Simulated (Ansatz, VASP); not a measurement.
## Two plane-wave programs on Zr2Ta3O2

```
CELL_PARAMETERS angstrom
7.54058 0.00000 0.00000
-3.77029 6.53033 0.00000
0.00000 0.00000 3.27346
ATOMIC_POSITIONS crystal
Zr 0.33333 0.66667 0.00000
Zr 0.66667 0.33333 0.00000
Ta 0.73272 0.00000 0.00000
Ta 0.00000 0.73272 0.00000
Ta 0.26728 0.26728 0.00000
O 0.00000 0.00000 0.00000
O 0.00000 0.00000 0.50000
```

Alike in both runs: functional PBE; k mesh 3 × 3 × 4; occupations gaussian, width 0.2 eV; no spin polarisation.

Ansatz relaxed the structure, and its values are those at the end. VASP's run is a single point on that final structure, the one shown.

```csv
,VASP,Ansatz
version,VASP 6.6.1,Ansatz 0.2.0
potentials or method,"VASP PAW PBE potentials, release 64 (Zr_sv, Ta_pv, O), cutoff 600 eV","scalar-relativistic, plane waves, PAW"
valence electrons in the cell,69,75
```

```csv
,VASP,Ansatz,Ansatz less VASP
gap on the k mesh at the Fermi level (eV),none,none,-
pressure (GPa),0.2,0.1,-0.04
rms of the force components (eV/Å),0.031,0.010,-0.0207
```

A gap of «none» marks a metal or a gap that the smearing closes. With one functional, cell and mesh, what is left measures potentials, basis and numerics. VASP's potentials hold 69 valence electrons a cell and Ansatz's 75, so a difference there can come from the potentials and not from the codes.

The k mesh is coarse, so the values compare programs but aren't converged. Neither program's run includes spin-orbit coupling.
